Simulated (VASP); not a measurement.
# SnTe (F-43m) in VASP: further runs

SnTe is run at these levels: PBE-based global hybrid with 30 % exact exchange, HSE06; tasks: single point.

Program: VASP 6.6.1. These are calculated values, not measurements. Logs are shortened: lines on timing, memory, paths and dates and some standing lists are left out, and cuts for length are marked.

### 1 The cell of the first run

It takes space group F-43m (No. 216, cubic). Conventional cell: a = 7.168 Å, b = 7.168 Å, c = 7.168 Å, α = 90.00°, β = 90.00°, γ = 90.00°. Sn (site symmetry -43m) has 4 Te at 3.10 Å within 4.1 Å. Te (site symmetry -43m) has 4 Sn at 3.10 Å within 4.1 Å.

### 2 Single point, PBE-based global hybrid with 30 % exact exchange

File POSCAR:

```
SnTe
1.0
    0.0000000000      3.5839840137      3.5839840137
    3.5839840137      0.0000000000      3.5839840137
    3.5839840137      3.5839840137      0.0000000000
Sn Te
1 1
Direct
    0.0000000000      0.0000000000      0.0000000000
    0.2500000000      0.2500000000      0.2500000000
```

File INCAR.step1:

```
  ALGO = Normal
  EDIFF = 1E-5
  ENCUT = 520
  GGA = PE
  ISIF = 2
  ISMEAR = -1
  LASPH = T
  LREAL = F
  LWAVE = T
  NBANDS = 17
  NELM = 100
  PREC = Accurate
  SIGMA = 0.02
```

File INCAR.step2:

```
  AEXX = 0.3
  ALGO = Normal
  EDIFF = 1E-6
  ENCUT = 520
  GGA = PE
  ISIF = 2
  ISMEAR = -1
  ISTART = 1
  LASPH = T
  LCHARG = T
  LELF = T
  LHFCALC = T
  LREAL = F
  LVHAR = T
  LWAVE = F
  NBANDS = 17
  NELM = 100
  PREC = Accurate
  PRECFOCK = Normal
  SIGMA = 0.02
```

File KPOINTS:

```
k-points
0
Gamma
  4 4 4
```

Potentials or basis: VASP PAW PBE potentials, release 64 (Sn_d, Te).

On the command line:

```sh
> cat potpaw_PBE.64/Sn_d/POTCAR potpaw_PBE.64/Te/POTCAR > POTCAR
> cp INCAR.step1 INCAR
> mpirun -np 1 vasp_std > vasp.out
> cp INCAR.step2 INCAR
> mpirun -np 1 vasp_std > vasp.out
```

OUTCAR:

```text
AEXX = 0.3
   EDIFF = 1E-6
   ENCUT = 520
   GGA = PE
   ISIF = 2
   ISMEAR = -1
   ISTART = 1
   LASPH = T
   LHFCALC = T
   LREAL = F
   NELM = 100
   PREC = Accurate
   PRECFOCK = Normal

 ion  position               nearest neighbor table
   1  0.000  0.000  0.000-   2 3.10   2 3.10   2 3.10   2 3.10
   2  0.250  0.250  0.250-   1 3.10   1 3.10   1 3.10   1 3.10

  LATTYP: Found a face centered cubic cell.
 ALAT       =     7.1679680274

  Lattice vectors:

 A1 = (   0.0000000000,   3.5839840137,   3.5839840137)
 A2 = (   3.5839840137,   0.0000000000,   3.5839840137)
 A3 = (   3.5839840137,   3.5839840137,   0.0000000000)

Analysis of symmetry for initial positions (statically):
=====================================================================
 Subroutine PRICEL returns:
 Original cell was already a primitive cell.

 Routine SETGRP: Setting up the symmetry group for a
 face centered cubic supercell.

 Subroutine GETGRP returns: Found 24 space group operations
 (whereof 24 operations were pure point group operations)
 out of a pool of 48 trial point group operations.

The static configuration has the point symmetry T_d .

Analysis of symmetry for dynamics (positions and initial velocities):
=====================================================================
 Subroutine PRICEL returns:
 Original cell was already a primitive cell.

 Routine SETGRP: Setting up the symmetry group for a
 face centered cubic supercell.

 Subroutine GETGRP returns: Found 24 space group operations
 (whereof 24 operations were pure point group operations)
 out of a pool of 48 trial point group operations.

The dynamic configuration has the point symmetry T_d .

 Subroutine INISYM returns: Found 24 space group operations
 (whereof 24 operations are pure point group operations),
 and found     1 'primitive' translations

----------------------------------------------------------------------------------------

                                     Primitive cell

  volume of cell :      92.0721

  direct lattice vectors                    reciprocal lattice vectors
     0.000000000  3.583984014  3.583984014    -0.139509551  0.139509551  0.139509551
     3.583984014  0.000000000  3.583984014     0.139509551 -0.139509551  0.139509551
     3.583984014  3.583984014  0.000000000     0.139509551  0.139509551 -0.139509551

[... 71 lines left out ...]
   NFREE  =      0    steps in history (QN), initial steepest desc. (CG)
   ISIF   =      2    stress and relaxation
   ISYM   =      3    0-nonsym 1-usesym 2-fastsym
   POTIM  = 0.5000    time-step for ionic-motion
   TEBEG  =    0.0;   TEEND  =   0.0 temperature during run
   PSTRESS=    0.0 pullay stress
   NELECT =      20.0000    total number of electrons
   NUPDOWN=      -1.0000    fix difference up-down
   EMIN   =  10.00;   EMAX   =-10.00  energy-range for DOS
   EFERMI =   0.00;   METHOD = LEGACY
   ISMEAR =    -1;   SIGMA  =   0.02  broadening in eV -4-tet -1-fermi 0-gaus
   EFERMI_NEDOS =   21; number of points for ismear=-14 and -15
   IALGO  =     38    algorithm
   IMIX   =      1    mixing-type and parameters
     AMIX     =   0.40;   BMIX     =  1.00
     AMIX_MAG =   1.60;   BMIX_MAG =  1.00
  volume/ion in A,a.u.               =      46.04       310.67
  Fermi-wavevector in a.u.,A,eV,Ry     =   0.984107  1.859692 13.176774  0.968466
  Thomas-Fermi vector in A             =   2.115314
   LORBIT       =      0    0 simple, 1 ext, 2 COOP (PROOUT), +10 PAW based schemes
   GGA     = PE    functional components
   LHFCALC =     T    Hartree Fock is set to
   PRECFOCK=normal    Normal, Fast or Accurate (Low or Medium for compatibility)
   ENCUT4O =  -1.0   cutoff for four orbital integrals eV
   NKREDX  =     1    reduce k-point grid by
   NKREDY  =     1    reduce k-point grid by
   NKREDZ  =     1    reduce k-point grid by
   AEXX    =    0.3000 exact exchange contribution
   HFSCREEN=    0.0000 screening length (either q_TF or 0.3 A-1)
   HFSCREENC=   0.0000 screening length for correlation (either q_TF or 0.3 A-1)
   ENCUTFOCK=  -1.0 apply spherical cutoff to Coloumb kernel
   IVDW    =     0    specifies the selected vdW correction
   LEPSILON=     F    determine dielectric tensor
   LRPA    =     F    only Hartree local field effects (RPA)
 non-spin polarized calculation
  energy-cutoff  :      520.00
  volume of cell :       92.07
 maximum number of plane-waves:      2493
 NGX is ok and might be reduce to    40
  NGX = 30; NGY = 30; NGZ = 30

 number of electron      20.0000006 magnetization

 Free energy of the ion-electron system (eV)
  ---------------------------------------------------
  ext. energy  EPLUGINS =         0.00000000
  ---------------------------------------------------
  free energy    TOTEN  =        -9.96012757 eV

  energy without entropy =       -9.96012757  energy(sigma->0) =       -9.96012757

 E-fermi :   3.3740     XC(G=0):  -5.6812

 val. band max:        2.8264386915   @ k =  -0.2500   0.5000   0.2500
 cond. band min:       3.9274169040   @ k =   0.5000   0.5000   0.0000
 fundamental gap:      1.1009782124
 Fermi energy:         3.3739977179

 k-point     1 :       0.0000    0.0000    0.0000
  band No.  band energies     occupation
      1     -21.9570      2.00000
      2     -21.9570      2.00000
      3     -21.9570      2.00000
      4     -21.9434      2.00000
      5     -21.9434      2.00000
      6     -10.4905      2.00000
[... 137 lines left out ...]
      4     -21.9442      2.00000
      5     -21.9432      2.00000
      6      -9.5336      2.00000
[... 9 lines left out ...]
     16      12.2902      0.00000
     17      12.2976      0.00000

------------------------ aborting loop because EDIFF is reached ----------------------------------------

  FORCE on cell =-STRESS in cart. coord.  units (eV):
  Direction    XX          YY          ZZ          XY          YZ          ZX
  --------------------------------------------------------------------------------------
  -------------------------------------------------------------------------------------
  Total       -0.1956382     -0.1956382     -0.1956382      0.0000000      0.0000000     -0.0000000
  in kB       -3.4043653     -3.4043653     -3.4043653      0.0000000      0.0000000     -0.0000000
  external PRESSURE =      -3.4043653 kB  Pullay stress =       0.0000000 kB

 VOLUME and BASIS-vectors are now :
 -----------------------------------------------------------------------------
  energy-cutoff  :      520.00
  volume of cell :       92.07
      direct lattice vectors                 reciprocal lattice vectors
     0.000000000  3.583984014  3.583984014    -0.139509551  0.139509551  0.139509551
     3.583984014  0.000000000  3.583984014     0.139509551 -0.139509551  0.139509551
     3.583984014  3.583984014  0.000000000     0.139509551  0.139509551 -0.139509551

 POSITION                                       TOTAL-FORCE (eV/Angst)
 -----------------------------------------------------------------------------------
      0.00000      0.00000      0.00000         0.000000     -0.000000      0.000000
      1.79199      1.79199      1.79199         0.000000      0.000000     -0.000000
 -----------------------------------------------------------------------------------
    total drift:                                0.000001     -0.000005     -0.000002

  FREE ENERGIE OF THE ION-ELECTRON SYSTEM (eV)
  ---------------------------------------------------
  free  energy   TOTEN  =        -9.9601275707 eV

  energy  without entropy=       -9.9601275707  energy(sigma->0) =       -9.96012757
```

OSZICAR.step1:

```text
N       E                     dE             d eps       ncg     rms          rms(c)
DAV:   1     0.122587600094E+03    0.12259E+03   -0.93541E+03   272   0.119E+03
DAV:   2     0.564418129345E+01   -0.11694E+03   -0.11384E+03   273   0.292E+02
DAV:   3    -0.680130018479E+01   -0.12445E+02   -0.12292E+02   345   0.926E+01
DAV:   4    -0.719183093345E+01   -0.39053E+00   -0.39029E+00   325   0.170E+01
DAV:   5    -0.720955789130E+01   -0.17727E-01   -0.17727E-01   411   0.358E+00    0.458E+00
DAV:   6    -0.707369896178E+01    0.13586E+00   -0.34548E-01   355   0.274E+00    0.306E+00
DAV:   7    -0.707342692154E+01    0.27204E-03   -0.70687E-02   289   0.103E+00    0.127E+00
DAV:   8    -0.707545882294E+01   -0.20319E-02   -0.24474E-02   343   0.851E-01    0.300E-01
DAV:   9    -0.707390195990E+01    0.15569E-02   -0.12496E-02   337   0.563E-01    0.128E-01
DAV:  10    -0.707398685939E+01   -0.84899E-04   -0.17277E-03   301   0.218E-01    0.115E-01
DAV:  11    -0.707417154031E+01   -0.18468E-03   -0.31515E-04   292   0.794E-02    0.327E-02
DAV:  12    -0.707414710498E+01    0.24435E-04   -0.15297E-04   279   0.414E-02    0.136E-02
DAV:  13    -0.707415045957E+01   -0.33546E-05   -0.12275E-05   269   0.181E-02
   1 F= -.70741505E+01 E0= -.70725551E+01  d E =-.319080E-02
```

Run time: 16 min. Hardware: 1 thread of Intel Xeon Platinum 8488C (Sapphire Rapids), shared host; peak memory 0.26 GiB.

Results:

```yaml
Free_energy: -9.9601 eV
Pressure: -0.3 GPa
Band_gap_on_the_k_mesh: 1.10 eV (least direct gap 1.98 eV)
```

Caveat: the PAW data sets were made with another functional, which shifts forces and pressure a little; spin-orbit coupling is left out, which moves the levels of the heavy elements. A k mesh can miss the band edges.

### 3 Single point, HSE06

POSCAR is that of step 2.

File INCAR.step1:

```
SYSTEM = SnTe
PREC = Accurate
ENCUT = 520
EDIFF = 1E-5
ISMEAR = -1
SIGMA = 0.02
LREAL = .False.
LASPH = .True.
NELM = 100
ALGO = Normal
ISIF = 2
LWAVE = .True.
LCHARG = .False.
NBANDS = 17
GGA = PE
```

File INCAR.step2:

```
SYSTEM = SnTe
PREC = Accurate
ENCUT = 520
EDIFF = 1E-7
ISMEAR = -1
SIGMA = 0.02
LREAL = .False.
LASPH = .True.
NELM = 100
ALGO = Normal
ISIF = 2
LWAVE = .False.
LCHARG = .False.
GGA = PE
LHFCALC = .True.
HFSCREEN = 0.2079
PRECFOCK = Normal
NBANDS = 17
ISTART = 1
```

File KPOINTS:

```
regular mesh
0
Gamma
  4 4 4
  0 0 0
```

Potentials or basis: VASP PAW PBE potentials, release 64 (Sn_d, Te).

On the command line:

```sh
> cat potpaw_PBE.64/Sn_d/POTCAR potpaw_PBE.64/Te/POTCAR > POTCAR
> cp INCAR.step1 INCAR
> mpirun -np 1 vasp_std > vasp.out
> cp INCAR.step2 INCAR
> mpirun -np 1 vasp_std > vasp.out
```

It took 25 min on 1 thread of Intel Xeon Platinum 8488C (Sapphire Rapids), shared host; peak memory 0.36 GiB.

It converged, with:

```yaml
Free_energy: -8.4468 eV
Pressure: -0.2 GPa
Band_gap_on_the_k_mesh: 0.29 eV (least direct gap 1.12 eV)
```

Levels at points of the mesh, in eV from the valence-band top:
```
           k point  band 7  band 8  band 9  band 10  band 11  band 12  band 13  band 14
(0.00, 0.00, 0.00)   -5.61   -2.37   -2.37    -2.37     1.29     1.29     1.29     4.45
(0.50, 0.00, 0.00)   -7.89   -2.97   -2.97    -2.31     2.16     2.16     3.98     6.05
(0.50, 0.50, 0.00)   -8.31   -3.71   -3.71    -0.83     0.29     4.55     4.55     5.91
```

Caveat: the PAW data sets were made with another functional, which shifts forces and pressure a little; spin-orbit coupling is left out, which moves the levels of the heavy elements. A k mesh can miss the band edges.
